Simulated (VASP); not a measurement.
# Cu (P6_3/mmc) in VASP: single point with PBE

Aim: the single point of Cu with PBE.

All numbers are computed with VASP 6.6.1; they aren't measurements. Logs are shortened: lines on timing, memory, paths and dates and some standing lists are left out, and cuts for length are marked.

### Step 1. The cell of the first run

It takes space group P6_3/mmc (No. 194, hexagonal). Conventional cell: a = 2.561 Å, b = 2.561 Å, c = 8.419 Å, α = 90.00°, β = 90.00°, γ = 120.00°. Within 3.4 Å of Cu (site symmetry -3m) lie 12 Cu at 2.56 to 2.57 Å. Cu (site symmetry -6m2) has 12 Cu at 2.56 to 2.57 Å within 3.4 Å.

This isn't the form of Cu at room conditions, which is fcc.

### Step 2. Single point, PBE

File INCAR:

```
SYSTEM = Cu
PREC     = Accurate       ! precision mode
ENCUT    = 520            ! plane-wave cutoff, eV
EDIFF    = 1E-7           ! SCF threshold, eV
ISMEAR   = 0              ! smearing method
SIGMA    = 0.1            ! smearing width, eV
LREAL    = .False.        ! projectors in reciprocal space
LASPH    = .True.         ! aspherical terms in the spheres
NELM     = 60             ! most SCF steps
ALGO     = Fast           ! electronic algorithm
ISIF     = 2              ! what is computed and relaxed
LWAVE    = .False.        ! write WAVECAR
LCHARG   = .False.        ! write CHGCAR
GGA      = PE             ! functional
NBANDS   = 30             ! bands
```

File KPOINTS:

```
regular mesh
0
Gamma
  21 21 6
  0 0 0
```

File POSCAR:

```
Cu
1.0
    2.5613764329      0.0000000000      0.0000000000
   -1.2806882164      2.2182170596      0.0000000000
    0.0000000000      0.0000000000      8.4185498197
Cu
4
Direct
    0.0000000000      0.0000000000      0.0000000000
    0.3333333333      0.6666666667      0.2500000000
    0.0000000000      0.0000000000      0.5000000000
    0.6666666667      0.3333333333      0.7500000000
```

Potentials or basis: VASP PAW PBE potentials, release 64 (Cu).

On the command line:

```sh
cat potpaw_PBE.64/Cu/POTCAR > POTCAR
mpirun -np 1 vasp_std > vasp.out
```

OUTCAR:

```text
SYSTEM = Cu
   PREC = Accurate
   ENCUT = 520
   EDIFF = 1E-7
   ISMEAR = 0
   LREAL = .False.
   LASPH = .True.
   NELM = 60
   ISIF = 2
   GGA = PE

 ion  position               nearest neighbor table
   1  0.000  0.000  0.000-   2 2.57   4 2.57   4 2.57   2 2.57   4 2.57   2 2.57
   2  0.333  0.667  0.250-   1 2.57   3 2.57   1 2.57   3 2.57   1 2.57   3 2.57
   3  0.000  0.000  0.500-   2 2.57   4 2.57   4 2.57   2 2.57   4 2.57   2 2.57
   4  0.667  0.333  0.750-   1 2.57   3 2.57   1 2.57   3 2.57   1 2.57   3 2.57

  LATTYP: Found a hexagonal cell.
 ALAT       =     2.5613764329
 C/A-ratio  =     3.2867288508

  Lattice vectors:

 A1 = (   2.5613764329,   0.0000000000,   0.0000000000)
 A2 = (  -1.2806882164,   2.2182170596,   0.0000000000)
 A3 = (   0.0000000000,   0.0000000000,   8.4185498197)

Analysis of symmetry for initial positions (statically):
=====================================================================
 Subroutine PRICEL returns:
 Original cell was already a primitive cell.

 Routine SETGRP: Setting up the symmetry group for a
 hexagonal supercell.

 Subroutine GETGRP returns: Found 24 space group operations
 (whereof 12 operations were pure point group operations)
 out of a pool of 24 trial point group operations.

The static configuration has the point symmetry D_3d.
 The point group associated with its full space group is D_6h.

Analysis of symmetry for dynamics (positions and initial velocities):
=====================================================================
 Subroutine PRICEL returns:
 Original cell was already a primitive cell.

 Routine SETGRP: Setting up the symmetry group for a
 hexagonal supercell.

 Subroutine GETGRP returns: Found 24 space group operations
 (whereof 12 operations were pure point group operations)
 out of a pool of 24 trial point group operations.

The dynamic configuration has the point symmetry D_3d.
 The point group associated with its full space group is D_6h.

 Subroutine INISYM returns: Found 24 space group operations
 (whereof 12 operations are pure point group operations),
 and found     1 'primitive' translations

----------------------------------------------------------------------------------------

                                     Primitive cell

  volume of cell :      47.8316

  direct lattice vectors                    reciprocal lattice vectors
     2.561376433  0.000000000  0.000000000     0.390415086  0.225406255  0.000000000
    -1.280688216  2.218217060  0.000000000     0.000000000  0.450812510  0.000000000
     0.000000000  0.000000000  8.418549820     0.000000000  0.000000000  0.118785304

  length of vectors
     2.561376433  2.561376433  8.418549820     0.450812510  0.450812510  0.118785304

  position of ions in fractional coordinates (direct lattice)
     0.000000000  0.000000000  0.000000000
     0.333333333  0.666666667  0.250000000
     0.000000000  0.000000000  0.500000000
     0.666666667  0.333333333  0.750000000

  ion indices of the primitive-cell ions
   primitive index   ion index
                 1           1
                 2           2
                 3           3
                 4           4

----------------------------------------------------------------------------------------

 KPOINTS: regular mesh

Automatic generation of k-mesh.
 Grid dimensions read from file:
 generate k-points for:   21   21    6

 Generating k-lattice:

  Cartesian coordinates                     Fractional coordinates (reciprocal lattice)
     0.018591195  0.010733631  0.000000000     0.047619048  0.000000000  0.000000000
     0.000000000  0.021467262  0.000000000     0.000000000  0.047619048  0.000000000
     0.000000000  0.000000000  0.019797551     0.000000000  0.000000000  0.166666667

  Length of vectors
     0.021467262  0.021467262  0.019797551

  Shift w.r.t. Gamma in fractional coordinates (k-lattice)
     0.000000000  0.000000000  0.000000000

 Subroutine IBZKPT returns following result:
 ===========================================

 Found    192 irreducible k-points:

 Following reciprocal coordinates:
            Coordinates               Weight
  0.000000  0.000000  0.000000      1.000000
  0.047619  0.000000  0.000000      6.000000
  0.095238 -0.000000  0.000000      6.000000
  0.142857  0.000000  0.000000      6.000000
  0.190476 -0.000000  0.000000      6.000000
  0.238095 -0.000000  0.000000      6.000000
[... 16 lines left out ...]
  0.142857  0.095238  0.000000     12.000000
  0.190476  0.095238  0.000000     12.000000
 [... further k-points ...]
   k-points           NKPTS =    192   k-points in BZ     NKDIM =    192   number of bands    NBANDS=     30
   number of dos      NEDOS =    301   number of ions     NIONS =      4
   total plane-waves  NPLWV =  25600
   dimension x,y,z NGX =    20 NGY =   20 NGZ =   64
   dimension x,y,z NGXF=    40 NGYF=   40 NGZF=  128
   ions per type =               4
   NGX,Y,Z   is equivalent  to a cutoff of  12.98, 12.98, 12.64 a.u.
   NGXF,Y,Z  is equivalent  to a cutoff of  25.96, 25.96, 25.28 a.u.
 SYSTEM =  Cu
   PREC   = accura    normal or accurate (medium, high low for compatibility)
   ISTART =      0    job   : 0-new  1-cont  2-samecut
   ICHARG =      2    charge: 1-file 2-atom 10-const
   ISPIN  =      1    spin polarized calculation?
   LNONCOLLINEAR =      F non collinear calculations
   LSORBIT =      F    spin-orbit coupling
   LASPH  =      T    aspherical Exc in radial PAW
   ENCUT  =  520.0 eV  38.22 Ry    6.18 a.u.   4.76  4.76 15.65*2*pi/ulx,y,z
   NELM   =     60;   NELMIN=  2; NELMDL= -5     # of ELM steps
   EDIFF  = 0.1E-06   stopping-criterion for ELM
   LREAL  =      F    real-space projection
   EDIFFG = 0.1E-05   stopping-criterion for IOM
   NSW    =      0    number of steps for IOM
   IBRION =     -1    ionic relax: 0-MD 1-quasi-New 2-CG
   NFREE  =      0    steps in history (QN), initial steepest desc. (CG)
   ISIF   =      2    stress and relaxation
   ISYM   =      2    0-nonsym 1-usesym 2-fastsym
   POTIM  = 0.5000    time-step for ionic-motion
   TEBEG  =    0.0;   TEEND  =   0.0 temperature during run
   PSTRESS=    0.0 pullay stress
   NELECT =      44.0000    total number of electrons
   NUPDOWN=      -1.0000    fix difference up-down
   EMIN   =  10.00;   EMAX   =-10.00  energy-range for DOS
   EFERMI =   0.00;   METHOD = LEGACY
   ISMEAR =     0;   SIGMA  =   0.10  broadening in eV -4-tet -1-fermi 0-gaus
   EFERMI_NEDOS =   21; number of points for ismear=-14 and -15
   IALGO  =     68    algorithm
   IMIX   =      4    mixing-type and parameters
     AMIX     =   0.40;   BMIX     =  1.00
     AMIX_MAG =   1.60;   BMIX_MAG =  1.00
  volume/ion in A,a.u.               =      11.96        80.70
  Fermi-wavevector in a.u.,A,eV,Ry     =   1.592163  3.008751 34.490530  2.534982
  Thomas-Fermi vector in A             =   2.690591
   LORBIT       =      0    0 simple, 1 ext, 2 COOP (PROOUT), +10 PAW based schemes
   GGA     = PE    functional components
   LHFCALC =     F    Hartree Fock is set to
   AEXX    =    0.0000 exact exchange contribution
   IVDW    =     0    specifies the selected vdW correction
   LEPSILON=     F    determine dielectric tensor
   LRPA    =     F    only Hartree local field effects (RPA)
 non-spin polarized calculation
 RMM-DIIS sequential band-by-band and
 Gauss-broadening in eV      SIGMA  =   0.10
  energy-cutoff  :      520.00
  volume of cell :       47.83
 maximum number of plane-waves:      1308
 NGX is ok and might be reduce to    20
   NGX =  9   NGY =  9   NGZ = 31

 number of electron      44.0000037 magnetization

 Free energy of the ion-electron system (eV)
  ---------------------------------------------------
  ext. energy  EPLUGINS =         0.00000000
  ---------------------------------------------------
  free energy    TOTEN  =       -14.89621516 eV

  energy without entropy =      -14.88862034  energy(sigma->0) =      -14.89241775

 E-fermi :   7.4548     XC(G=0): -12.6540

 val. band max:        7.4468841463   @ k =   0.2381  -0.0000   0.5000
 cond. band min:       7.4609478074   @ k =   0.2857   0.0476   0.3333
 fundamental gap:      0.0140636611
 Fermi energy:         7.4548077084

 k-point     1 :       0.0000    0.0000    0.0000
  band No.  band energies     occupation
      1      -1.8247      2.00000
      2       0.2585      2.00000
      3       0.2649      2.00000
      4       2.4098      2.00000
      5       4.1880      2.00000
      6       4.1926      2.00000
[... 22 lines left out ...]
     29      29.2586      0.00000
     30      29.2867      0.00000

 k-point     2 :       0.0476    0.0000    0.0000
  band No.  band energies     occupation
      1      -1.7515      2.00000
      2       0.3244      2.00000
      3       0.3307      2.00000
      4       2.4538      2.00000
      5       4.1525      2.00000
      6       4.1756      2.00000
[... 22 lines left out ...]
     29      28.2754      0.00000
     30      28.4113      0.00000

 k-point     3 :       0.0952   -0.0000    0.0000
  band No.  band energies     occupation
      1      -1.5333      2.00000
      2       0.5187      2.00000
      3       0.5249      2.00000
      4       2.5802      2.00000
      5       4.0671      2.00000
      6       4.1301      2.00000
[... 22 lines left out ...]
     29      26.8305      0.00000
     30      26.9138      0.00000

 k-point     4 :       0.1429    0.0000    0.0000
  band No.  band energies     occupation
      1      -1.1749      2.00000
      2       0.8299      2.00000
      3       0.8359      2.00000
      4       2.7707      2.00000
      5       3.9642      2.00000
      6       4.0657      2.00000
[... 616 lines left out ...]
     29      22.8303      0.00000
     30      24.5688      0.00000

 k-point    23 :       0.1429    0.0952    0.0000
  band No.  band energies     occupation
      1      -0.4791      2.00000
      2       1.4016      2.00000
      3       1.4072      2.00000
      4       3.0877      2.00000
      5       3.8331      2.00000
      6       3.9750      2.00000
[... 22 lines left out ...]
     29      21.8519      0.00000
     30      22.6812      0.00000

 k-point    24 :       0.1905    0.0952    0.0000
  band No.  band energies     occupation
      1       0.1170      2.00000
      2       1.8363      2.00000
      3       1.8419      2.00000
      4       3.2684      2.00000
      5       3.7774      2.00000
      6       3.7874      2.00000
[... 22 lines left out ...]
     29      20.8897      0.00000
     30      21.3950      0.00000

 [... further k-points ...]
[... 5 lines left out ...]
  --------------------------------------------------------------------------------------
  -------------------------------------------------------------------------------------
  Total        0.2071581      0.2071581      0.2019854      0.0000000      0.0000000      0.0000000
  in kB        6.9390131      6.9390131      6.7657478      0.0000000      0.0000000      0.0000000
  external PRESSURE =       6.8812580 kB  Pullay stress =       0.0000000 kB

 VOLUME and BASIS-vectors are now :
 -----------------------------------------------------------------------------
  energy-cutoff  :      520.00
  volume of cell :       47.83
      direct lattice vectors                 reciprocal lattice vectors
     2.561376433  0.000000000  0.000000000     0.390415086  0.225406255  0.000000000
    -1.280688216  2.218217060  0.000000000     0.000000000  0.450812510  0.000000000
     0.000000000  0.000000000  8.418549820     0.000000000  0.000000000  0.118785304

 POSITION                                       TOTAL-FORCE (eV/Angst)
 -----------------------------------------------------------------------------------
      0.00000      0.00000      0.00000         0.000000      0.000000      0.000000
     -0.00000      1.47881      2.10464        -0.000000      0.000000     -0.000000
      0.00000      0.00000      4.20927         0.000000      0.000000      0.000000
      1.28069      0.73941      6.31391        -0.000000     -0.000000      0.000000
 -----------------------------------------------------------------------------------
    total drift:                                0.000000     -0.000000      0.000000

  FREE ENERGIE OF THE ION-ELECTRON SYSTEM (eV)
  ---------------------------------------------------
  free  energy   TOTEN  =       -14.8962151634 eV

  energy  without entropy=      -14.8886203439  energy(sigma->0) =      -14.89241775
```

It took 4.8 min on 1 thread of Intel Xeon Platinum 8259CL at 2.50GHz (Skylake/Cascade Lake), shared host; peak memory 0.31 GiB.

Results:

```
Free energy            : -14.8962 eV
Pressure               : 0.7 GPa
Band gap on the k mesh : zero (bands 22 and 23 overlap by 5.15 eV)
```

Levels at points of the mesh, in eV from the Fermi level:
```csv
k point,band 20,band 21,band 22,band 23,band 24,band 25
"(0.00, 0.00, 0.00)",-1.96,-1.96,-1.69,-1.69,-1.04,3.58
"(0.00, 0.00, 0.50)",-2.24,-1.80,-1.80,-1.80,-1.80,6.68
```
